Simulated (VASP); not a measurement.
# Li2H7 (C2/m) in VASP: further runs

Runs on Li2H7. Level: PBE. Tasks: relaxation of cell and atoms, single point.

All numbers are computed with VASP 6.6.1; they aren't measurements. Logs are shortened: lines on timing, memory, paths and dates and some standing lists are left out, and cuts for length are marked.

## (1) The cell of the first run

Symmetry: C2/m, No. 12, monoclinic system. Conventional cell: a = 4.688 Å, b = 5.076 Å, c = 5.589 Å, α = 90.00°, β = 106.02°, γ = 90.00°. Li (site symmetry m) has 9 H at 1.80 to 2.34 Å and 1 Li at 2.35 Å within 2.4 Å. Within 2.3 Å of H (site symmetry -1) lie 2 H at 1.73 Å and 2 Li at 1.80 Å. H (site symmetry 1) has 1 H at 0.82 Å within 1.1 Å. Within 2.3 Å of H (site symmetry 2/m) lie 4 H at 1.73 Å and 2 Li at 2.16 Å.

## (2) Relaxation of cell and atoms, PBE

Contents of INCAR:

```
PREC = Accurate ; ENCUT = 600
EDIFF = 1E-6 ; ISMEAR = 0
SIGMA = 0.1 ; LREAL = False
LASPH = True ; NELM = 100
ALGO = Normal ; ISIF = 3
LWAVE = False ; LCHARG = False
GGA = PE ; IBRION = 2
NSW = 100 ; EDIFFG = -0.01
```

Contents of KPOINTS:

```
regular mesh
0
Gamma
  12 12 8
```

Contents of POSCAR:

```
Li2H7
1.0
    2.3435794174     -2.5382020174     -0.0318457815
    2.3435794174      2.5382020174     -0.0318457815
   -1.4691054894      0.0000000000      5.3920852373
Li H
2 7
Direct
    1.0346209260      1.0346209260      0.2999463481
   -0.0346209260     -0.0346209260      0.7000536519
    0.5000000000      0.0000000000      0.5000000000
    0.0000000000      0.5000000000      0.5000000000
    0.6535369568      0.8142331364      0.9627747745
    0.8142331364      0.6535369568      0.9627747745
    0.3464630432      0.1857668636      0.0372252255
    0.1857668636      0.3464630432      0.0372252255
    0.5000000000      0.5000000000      0.5000000000
```

Potentials or basis: VASP PAW PBE potentials, release 64 (Li_sv, H).

The run is started by

```sh
> cat potpaw_PBE.64/Li_sv/POTCAR potpaw_PBE.64/H/POTCAR > POTCAR
> mpirun -np 1 vasp_std > vasp.out
```

OUTCAR:

```text
PREC = Accurate
   ENCUT = 600
   EDIFF = 1E-6
   ISMEAR = 0
   LREAL = False
   LASPH = True
   NELM = 100
   ISIF = 3
   GGA = PE
   IBRION = 2
   NSW = 100
   EDIFFG = -0.01

 ion  position               nearest neighbor table
   1  0.035  0.035  0.300-   2 2.35
   2  0.965  0.965  0.700-   1 2.35
   3  0.500  0.000  0.500-
   4  0.000  0.500  0.500-
   5  0.654  0.814  0.963-   6 0.82
   6  0.814  0.654  0.963-   5 0.82
   7  0.346  0.186  0.037-   8 0.82
   8  0.186  0.346  0.037-   7 0.82
   9  0.500  0.500  0.500-

  LATTYP: Found a base centered monoclinic cell.
 ALAT       =     4.6875915519
 B/A-ratio  =     1.0829450430
 C/A-ratio  =     1.1922190958
 COS(beta)  =    -0.2759588453

  Lattice vectors:

 A1 = (   2.3435794174,  -2.5382020174,  -0.0318457815)
 A2 = (   2.3435794174,   2.5382020174,  -0.0318457815)
 A3 = (  -1.4691054894,   0.0000000000,   5.3920852373)

Analysis of symmetry for initial positions (statically):
=====================================================================
 Subroutine PRICEL returns:
 Original cell was already a primitive cell.

 Routine SETGRP: Setting up the symmetry group for a
 base centered monoclinic supercell.

 Subroutine GETGRP returns: Found  4 space group operations
 (whereof  4 operations were pure point group operations)
 out of a pool of  4 trial point group operations.

The static configuration has the point symmetry C_2h.

Analysis of symmetry for dynamics (positions and initial velocities):
=====================================================================
 Subroutine PRICEL returns:
 Original cell was already a primitive cell.

 Routine SETGRP: Setting up the symmetry group for a
 base centered monoclinic supercell.

 Subroutine GETGRP returns: Found  4 space group operations
 (whereof  4 operations were pure point group operations)
 out of a pool of  4 trial point group operations.

The dynamic configuration has the point symmetry C_2h.

 Subroutine INISYM returns: Found  4 space group operations
 (whereof  4 operations are pure point group operations),
 and found     1 'primitive' translations

----------------------------------------------------------------------------------------

                                     Primitive cell

[... 120 lines left out ...]
   EFERMI_NEDOS =   21; number of points for ismear=-14 and -15
   IALGO  =     38    algorithm
   IMIX   =      4    mixing-type and parameters
     AMIX     =   0.40;   BMIX     =  1.00
     AMIX_MAG =   1.60;   BMIX_MAG =  1.00
  volume/ion in A,a.u.               =       7.10        47.92
  Fermi-wavevector in a.u.,A,eV,Ry     =   0.962784  1.819397 12.611952  0.926952
  Thomas-Fermi vector in A             =   2.092272
   LORBIT       =      0    0 simple, 1 ext, 2 COOP (PROOUT), +10 PAW based schemes
   GGA     = PE    functional components
   LHFCALC =     F    Hartree Fock is set to
   AEXX    =    0.0000 exact exchange contribution
   IVDW    =     0    specifies the selected vdW correction
   LEPSILON=     F    determine dielectric tensor
   LRPA    =     F    only Hartree local field effects (RPA)
 conjugate gradient relaxation of ions
 non-spin polarized calculation
 Gauss-broadening in eV      SIGMA  =   0.10
  energy-cutoff  :      600.00
  volume of cell :       63.91
 maximum number of plane-waves:      2156
   NGX = 13   NGY = 13   NGZ = 23

--------------------------------------- Ionic step        1  -------------------------------------------

 number of electron      12.9999987 magnetization

 Free energy of the ion-electron system (eV)
  ---------------------------------------------------
  ext. energy  EPLUGINS =         0.00000000
  ---------------------------------------------------
  free energy    TOTEN  =       -25.11943970 eV

  energy without entropy =      -25.11615291  energy(sigma->0) =      -25.11779631

------------------------ aborting loop because EDIFF is reached ----------------------------------------

  FORCE on cell =-STRESS in cart. coord.  units (eV):
  Direction    XX          YY          ZZ          XY          YZ          ZX
  --------------------------------------------------------------------------------------
  -------------------------------------------------------------------------------------
  Total       -0.0518286     -0.0796179     -0.0473744      0.0000000      0.0000000     -0.0037831
  in kB       -1.2992679     -1.9959027     -1.1876071      0.0000000      0.0000000     -0.0948365
  external PRESSURE =      -1.4942592 kB  Pullay stress =       0.0000000 kB
[... 159 lines left out ...]
--------------------------------------- Ionic step        5  -------------------------------------------

 number of electron      12.9999987 magnetization

 Free energy of the ion-electron system (eV)
  ---------------------------------------------------
  ext. energy  EPLUGINS =         0.00000000
  ---------------------------------------------------
  free energy    TOTEN  =       -25.11960997 eV

  energy without entropy =      -25.11628024  energy(sigma->0) =      -25.11794510

 E-fermi :   1.5434     XC(G=0):  -8.0657

 val. band max:        1.5268482618   @ k =  -0.3333   0.2500   0.5000
 cond. band min:       1.5446266904   @ k =  -0.2500  -0.4167   0.2500
 fundamental gap:      0.0177784286
 Fermi energy:         1.5433616658

 k-point     1 :       0.0000    0.0000    0.0000
  band No.  band energies     occupation
      1     -45.7463      2.00000
      2     -45.6999      2.00000
      3     -10.0141      2.00000
      4      -6.1558      2.00000
      5      -5.0613      2.00000
      6       1.2738      1.99986
      7       2.1687      0.00000
      8       3.9992      0.00000
      9       4.4077      0.00000
     10       7.0890      0.00000
     11       8.0832      0.00000
[... 309 lines left out ...]
 k-point    24 :      -0.4167    0.1667   -0.0000
  band No.  band energies     occupation
      1     -45.7435      2.00000
      2     -45.6991      2.00000
      3      -8.2659      2.00000
      4      -7.1859      2.00000
      5      -4.4195      2.00000
      6      -1.9156      2.00000
      7       2.0825      0.00000
      8       3.6390      0.00000
      9       4.0451      0.00000
     10       4.8758      0.00000
     11       6.3109      0.00000

 [... further k-points ...]

------------------------ aborting loop because EDIFF is reached ----------------------------------------

  FORCE on cell =-STRESS in cart. coord.  units (eV):
  Direction    XX          YY          ZZ          XY          YZ          ZX
  --------------------------------------------------------------------------------------
  -------------------------------------------------------------------------------------
  Total       -0.0086726     -0.0025266     -0.0134506      0.0000000      0.0000000      0.0067944
  in kB       -0.2185064     -0.0636576     -0.3388897      0.0000000      0.0000000      0.1711862
  external PRESSURE =      -0.2070179 kB  Pullay stress =       0.0000000 kB
[... 24 lines left out ...]
  FREE ENERGIE OF THE ION-ELECTRON SYSTEM (eV)
  ---------------------------------------------------
  free  energy   TOTEN  =       -25.1196099738 eV

  energy  without entropy=      -25.1162802355  energy(sigma->0) =      -25.11794510

 reached required accuracy - stopping structural energy minimisation
```

OSZICAR:

```text
N       E                     dE             d eps       ncg     rms          rms(c)
DAV:   1     0.278230792032E+02    0.27823E+02   -0.61950E+03  7040   0.117E+03
DAV:   2    -0.196264306761E+02   -0.47450E+02   -0.45380E+02  8370   0.211E+02
DAV:   3    -0.264301361671E+02   -0.68037E+01   -0.67656E+01 13332   0.556E+01
[... 27 lines left out ...]
       N       E                     dE             d eps       ncg     rms          rms(c)
DAV:   1    -0.251196416350E+02   -0.11666E-03   -0.62821E-03  7070   0.844E-01    0.786E-02
DAV:   2    -0.251196430146E+02   -0.13796E-05   -0.60050E-04 10926   0.193E-01    0.614E-02
DAV:   3    -0.251196100368E+02    0.32978E-04   -0.41879E-05 13358   0.469E-02    0.380E-03
DAV:   4    -0.251196099738E+02    0.62969E-07   -0.26611E-06  7328   0.153E-02
   5 F= -.25119610E+02 E0= -.25117945E+02  d E =-.131989E-03
```

CONTCAR:

```text
Li2H7
   1.00000000000000
     2.3395833640436243   -2.5339822991737839   -0.0320994935525542
     2.3395833640436243    2.5339822991737839   -0.0320994935525542
    -1.4673034055088858    0.0000000000000000    5.3833131299301709
  Li              H
     2     7
Direct
     0.0345116037766301    0.0345116037766301    0.2997862071047076
     0.9654883962233699    0.9654883962233699    0.7002137928952923
     0.5000000000000000    0.0000000000000000    0.5000000000000000
     0.0000000000000000    0.5000000000000000    0.5000000000000000
     0.6533556379618681    0.8142226261373661    0.9627021647425195
     0.8142226261373661    0.6533556379618681    0.9627021647425195
     0.3466443620381319    0.1857773738626339    0.0372978352574806
     0.1857773738626339    0.3466443620381319    0.0372978352574806
     0.5000000000000000    0.5000000000000000    0.5000000000000000

  0.00000000E+00  0.00000000E+00  0.00000000E+00
  0.00000000E+00  0.00000000E+00  0.00000000E+00
  0.00000000E+00  0.00000000E+00  0.00000000E+00
  0.00000000E+00  0.00000000E+00  0.00000000E+00
  0.00000000E+00  0.00000000E+00  0.00000000E+00
  0.00000000E+00  0.00000000E+00  0.00000000E+00
  0.00000000E+00  0.00000000E+00  0.00000000E+00
  0.00000000E+00  0.00000000E+00  0.00000000E+00
  0.00000000E+00  0.00000000E+00  0.00000000E+00
```

Wall time 8.3 min (1 thread of AMD EPYC 9R45 (Zen 5), shared host); peak memory 0.32 GiB.

Results:

```yaml
Free_energy: -25.1196 eV
Relaxed_volume: 7.07 Å³/atom
Relaxed_cell: a = 3.449 Å, b = 3.449 Å, c = 5.580 Å, α = 100.80°, β = 100.80°, γ = 94.56°
Space_group_after_relaxing_to_0.05_Å: C2/m (No. 12)
Energy_gained_by_relaxing: 0.0 meV/atom
Ionic_steps: 5
Pressure_after_relaxing: 0.0 GPa
Largest_force_after_relaxing: 0.010 eV/Å
```

Forces on the atoms (eV/Å):
```
Li  -0.005  0.000 -0.008
Li   0.005  0.000  0.008
H    0.000  0.000  0.000
H    0.000  0.000  0.000
H   -0.002  0.004 -0.002
H   -0.002 -0.004 -0.002
H    0.002 -0.004  0.002
H    0.002  0.004  0.002
H    0.000  0.000  0.000
```

Step by step:
```
step  energy change (eV)  largest force (eV/Å)  pressure (GPa)  volume (Å³)
   1              0.0000                0.0134           -0.15        63.91
   2              0.0000                0.0196           -0.08        63.85
   3              0.0000                0.0132           -0.08        63.86
   4             -0.0001                0.0109           -0.07        63.79
   5             -0.0002                0.0098           -0.02        63.59
```

Final structure:
```xyz
9
Lattice="2.3396 -2.5340 -0.0321 2.3396 2.5340 -0.0321 -1.4673 0.0000 5.3833" Properties=species:S:1:pos:R:3 pbc="T T T"
Li   -0.2784    0.0000    1.6116
Li    3.4903    0.0000    3.7075
H     0.4361   -1.2670    2.6756
H     0.4361    1.2670    2.6756
H     2.0209    0.4076    5.1354
H     2.0209   -0.4076    5.1354
H     1.1909   -0.4076    0.1837
H     1.1909    0.4076    0.1837
H     1.6059    0.0000    2.6596
```

Caveat: the cutoff is under 1.25 times the usual one of these potentials, so pressure, stress and relaxed cells hold a basis-set (Pulay) error.

## (3) Relaxation of cell and atoms, PBE

This run uses another cell than the first one, of 8.77 Å³/atom, 1.235 times its volume.

Contents of INCAR:

```
SYSTEM = Li2H7
PREC     = Accurate       ! precision mode
ENCUT    = 600            ! plane-wave cutoff, eV
EDIFF    = 1E-6           ! SCF threshold, eV
ISMEAR   = 0              ! smearing method
SIGMA    = 0.1            ! smearing width, eV
LREAL    = .FALSE.        ! projectors in reciprocal space
LASPH    = .TRUE.         ! aspherical terms in the spheres
NELM     = 100            ! most SCF steps
ALGO     = Normal         ! electronic algorithm
ISIF     = 3              ! what is computed and relaxed
LWAVE    = .FALSE.        ! write WAVECAR
LCHARG   = .FALSE.        ! write CHGCAR
GGA      = PE             ! functional
IBRION   = 2              ! ionic algorithm
NSW      = 90             ! ionic steps
EDIFFG   = -0.04          ! ionic threshold
```

Contents of KPOINTS:

```
Automatic mesh
0
G
  6 6 4
  0 0 0
```

Contents of POSCAR:

```
Li2H7
1.0
    2.0550098600     -3.6245934500      0.0000000000
    2.0550098600      3.6245934500      0.0000000000
   -1.5233413700      0.0000000000      5.2990545900
Li H
2 7
Direct
    0.8996499900      0.8996499900      0.2318580100
    0.1003500100      0.1003500100      0.7681419900
    0.5000000000      0.0000000000      0.5000000000
    0.0000000000      0.5000000000      0.5000000000
    0.4551000000      0.7911530400      0.8450639900
    0.7911530400      0.4551000000      0.8450639900
    0.5449000000      0.2088469600      0.1549360100
    0.2088469600      0.5449000000      0.1549360100
    0.5000000000      0.5000000000      0.5000000000
```

Potentials or basis: VASP PAW PBE potentials, release 64 (Li_sv, H).

The run is started by

```sh
> cat potpaw_PBE.64/Li_sv/POTCAR potpaw_PBE.64/H/POTCAR > POTCAR
> mpirun -np 1 vasp_std > vasp.out
```

Run time: 41 min. Hardware: 1 thread of AMD EPYC 7R13, shared host; peak memory 0.23 GiB.

The run converged. Its results:

```yaml
Free_energy: -25.1148 eV
Relaxed_volume: 6.47 Å³/atom
Relaxed_cell: a = 3.303 Å, b = 3.303 Å, c = 5.853 Å, α = 104.89°, β = 104.89°, γ = 97.57°
Space_group_after_relaxing_to_0.05_Å: C2/m (No. 12)
Energy_gained_by_relaxing: 691.2 meV/atom
Ionic_steps: 58
Pressure_after_relaxing: 0.0 GPa
Largest_force_after_relaxing: 0.032 eV/Å
```

Forces in eV/Å, atoms in the order of the input:
```
Li  -0.014  0.000  0.005
Li   0.014  0.000 -0.005
H    0.000  0.000  0.000
H    0.000  0.000  0.000
H    0.013 -0.012  0.026
H    0.013  0.012  0.026
H   -0.013  0.012 -0.026
H   -0.013 -0.012 -0.026
H    0.000  0.000  0.000
```

Stress tensor (GPa, compression positive):
```
 0.41  0.00  0.08
 0.00 -0.26  0.00
 0.08  0.00 -0.26
```

Step by step:
```csv
step,energy change (eV),largest force (eV/Å),pressure (GPa),volume (Å³)
1,0.0000,0.2869,-12.22,78.94
3,-1.9478,0.2994,-6.68,52.09
5,-2.1236,0.3513,-2.52,47.05
7,-2.3919,0.6043,3.40,42.57
9,-1.7889,3.9632,47.98,34.59
11,-3.5333,1.7400,18.42,38.17
13,-3.6588,1.9464,20.42,38.19
15,-3.6729,2.0337,21.64,38.19
17,-4.0527,1.5580,17.56,39.49
19,-4.8305,1.1508,8.63,45.73
21,-5.2415,0.9129,-0.72,50.37
23,-5.4532,0.9419,-1.96,52.21
25,-5.8310,1.1262,1.18,57.08
27,-5.9244,0.4701,-0.05,62.04
29,-5.9604,0.3909,0.14,60.58
31,-5.9999,0.4722,-1.53,60.00
33,-6.0498,0.2611,-1.14,59.12
35,-6.0692,0.3143,-0.58,58.18
37,-6.1029,0.2033,-0.27,57.53
39,-6.1329,0.2048,0.58,56.09
41,-6.1482,0.4199,1.50,56.08
43,-6.1645,0.3703,1.30,56.25
45,-6.2076,0.1311,0.68,57.02
47,-6.2090,0.0828,0.60,57.18
49,-6.2124,0.1349,0.10,57.35
51,-6.2185,0.0440,0.22,57.67
53,-6.2191,0.0458,0.08,57.82
55,-6.2197,0.0415,0.04,57.95
57,-6.2202,0.0499,0.08,58.14
58,-6.2207,0.0316,-0.04,58.27
```

Final structure:
```xyz
9
Lattice="2.1734 -2.4842 -0.1079 2.1734 2.4842 -0.1079 -2.0126 0.0000 5.4960" Properties=species:S:1:pos:R:3 pbc="T T T"
Li    3.3304    0.0000    1.3909
Li   -0.9961    0.0000    3.8892
H     0.0804   -1.2421    2.6940
H     0.0804    1.2421    2.6940
H     1.2214    0.4131    4.9495
H     1.2214   -0.4131    4.9495
H     1.1129   -0.4131    0.3306
H     1.1129    0.4131    0.3306
H     1.1671    0.0000    2.6401
```

Levels at points of the mesh, in eV from the Fermi level:
```tsv
k point	band 2	band 3	band 4	band 5	band 6	band 7	band 8	band 9	band 10	band 11
(0.00, 0.00, 0.00)	-47.45	-11.80	-8.40	-6.70	0.35	1.23	2.74	3.69	5.79	5.91
(0.50, 0.00, 0.00)	-47.45	-9.55	-9.25	-6.33	-4.55	1.88	2.43	2.95	3.59	6.36
(0.50, 0.50, 0.00)	-47.45	-8.64	-8.31	-5.08	-3.17	-3.12	-1.13	1.33	2.86	3.19
(0.00, 0.00, 0.50)	-47.45	-11.62	-9.19	-5.95	0.31	2.44	3.21	3.74	3.87	4.79
(0.50, 0.00, 0.50)	-47.45	-9.51	-9.31	-6.30	-4.53	1.79	2.32	2.91	3.70	6.34
(0.50, 0.50, 0.50)	-47.45	-8.55	-8.41	-4.68	-3.29	-3.16	-2.50	2.93	3.14	4.94
```

Caveat: the cutoff is under 1.25 times the usual one of these potentials, so pressure, stress and relaxed cells hold a basis-set (Pulay) error; the volume moved by over 15 % at a fixed basis, so the end points are rough.

## (4) Single point, PBE

Contents of INCAR:

```
  PREC = Accurate
  ENCUT = 520
  EDIFF = 1E-6
  ISMEAR = 0
  SIGMA = 0.1
  LREAL = F
  LASPH = T
  NELM = 60
  ALGO = Normal
  ISIF = 2
  LWAVE = F
  LCHARG = F
  GGA = PE
  NBANDS = 16
```

Contents of KPOINTS:

```
regular mesh
0
Gamma
  12 12 8
```

Contents of POSCAR:

```
Li2H7
1.0
    2.3435794174     -2.5382020174     -0.0318457815
    2.3435794174      2.5382020174     -0.0318457815
   -1.4691054894      0.0000000000      5.3920852373
Li H
2 7
Direct
    1.0346209260      1.0346209260      0.2999463481
   -0.0346209260     -0.0346209260      0.7000536519
    0.5000000000      0.0000000000      0.5000000000
    0.0000000000      0.5000000000      0.5000000000
    0.6535369568      0.8142331364      0.9627747745
    0.8142331364      0.6535369568      0.9627747745
    0.3464630432      0.1857668636      0.0372252255
    0.1857668636      0.3464630432      0.0372252255
    0.5000000000      0.5000000000      0.5000000000
```

The run is started by

```sh
> cat potpaw_PBE.64/Li_sv/POTCAR potpaw_PBE.64/H/POTCAR > POTCAR
> mpirun -np 1 vasp_std > vasp.out
```

It took 6.2 min on 1 thread of AMD EPYC 7R13, shared host; peak memory 0.32 GiB.

It converged, with:

* Free energy: -25.1166 eV
* Largest force: 0.006 eV/Å

Forces in eV/Å, atoms in the order of the input:
```
Li  -0.001  0.000 -0.004
Li   0.001  0.000  0.004
H    0.000  0.000  0.000
H    0.000  0.000  0.000
H   -0.001 -0.005 -0.001
H   -0.001  0.005 -0.001
H    0.001  0.005  0.001
H    0.001 -0.005  0.001
H    0.000  0.000  0.000
```

Levels at points of the mesh, in eV from the Fermi level:
```
           k point  band 4  band 5  band 6  band 7  band 8  band 9
(0.00, 0.00, 0.00)   -7.68   -6.61   -0.28    0.63    2.45    2.85
(0.50, 0.00, 0.00)   -9.37   -5.84   -4.09    1.77    2.38    3.20
(0.50, 0.50, 0.00)   -8.57   -4.52   -3.15   -2.88   -0.83    1.45
(0.00, 0.00, 0.50)   -8.19   -6.34   -0.28    2.20    3.02    3.17
(0.50, 0.00, 0.50)   -9.26   -6.20   -4.13    2.33    2.89    3.01
(0.50, 0.50, 0.50)   -8.53   -4.11   -3.12   -3.12   -2.08    2.23
```

Caveat: the cutoff is under 1.25 times the usual one of these potentials, so pressure, stress and relaxed cells hold a basis-set (Pulay) error.

## (5) The runs side by side

```tsv
task	cell	k mesh	cutoff (eV)	gap on the mesh (eV)	pressure (GPa)	relaxed volume (Å³/atom)	largest force (eV/Å)
relaxation of cell and atoms	relaxed from a = 3.455, b = 3.455, c = 5.589 Å, angles 100.8, 100.8, 94.6°, 9 atoms	12 × 12 × 8	600	none	0.0	7.07	0.01
relaxation of cell and atoms	relaxed from a = 4.167, b = 4.167, c = 5.514 Å, angles 97.8, 97.8, 120.9°, 9 atoms	6 × 6 × 4	600	none	0.0	6.47	0.03
single point	a = 3.455, b = 3.455, c = 5.589 Å, angles 100.8, 100.8, 94.6°, 9 atoms	12 × 12 × 8	520	none	-	-	0.01
```

Alike in all rows: level PBE; potentials or basis VASP PAW PBE potentials, release 64 (Li_sv, H); no spin polarisation; smearing gaussian 0.1 eV.

Caveats: the cutoff is under 1.25 times the usual one of these potentials, so pressure, stress and relaxed cells hold a basis-set (Pulay) error; the volume moved by over 15 % at a fixed basis, so the end points are rough (some runs).

Absolute energies hang on the potentials; compare differences alone.
